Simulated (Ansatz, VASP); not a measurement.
# Two plane-wave programs on CuI

```
CELL_PARAMETERS angstrom
4.24210 0.00000 0.00000
0.00000 4.24210 0.00000
0.00000 0.00000 6.86935
ATOMIC_POSITIONS crystal
Cu 0.50000 0.50000 0.00000
Cu 0.00000 0.00000 0.00000
I 0.50000 0.00000 0.22887
I 0.00000 0.50000 0.77113
```

Change from the starting cell: equal strain along all axes, cell held, atoms relaxed: +6.0 %.

Alike in both runs: functional PBEsol; k mesh 8 × 8 × 4; occupations gaussian, width 0.02 eV; no spin polarisation.

Ansatz relaxed the structure, and its values are those at the end. VASP's run is a single point on that final structure, the one shown.

|  | VASP | Ansatz |
| --- | --- | --- |
| version | VASP 6.6.1 | Ansatz 0.2.0 |
| potentials or method | VASP PAW PBE potentials, release 64 (Cu, I), cutoff 520 eV | scalar-relativistic, plane waves, PAW |
| valence electrons in the cell | 36 | 72 |

```csv
,VASP,Ansatz,Ansatz less VASP
gap on the k mesh at the Fermi level (eV),1.67,1.66,-0.011
least direct gap on the mesh (eV),1.67,1.66,-0.011
pressure (GPa),-1.5,-1.6,-0.14
rms of the force components (eV/Å),0.008,0.000,-0.0082
```

VASP's potentials were made for PBE, not for PBEsol. VASP's potentials hold 36 valence electrons a cell and Ansatz's 72, so a difference there can come from the potentials and not from the codes. Ansatz's warnings: stress scf threshold loose.

Neither program's run includes spin-orbit coupling.
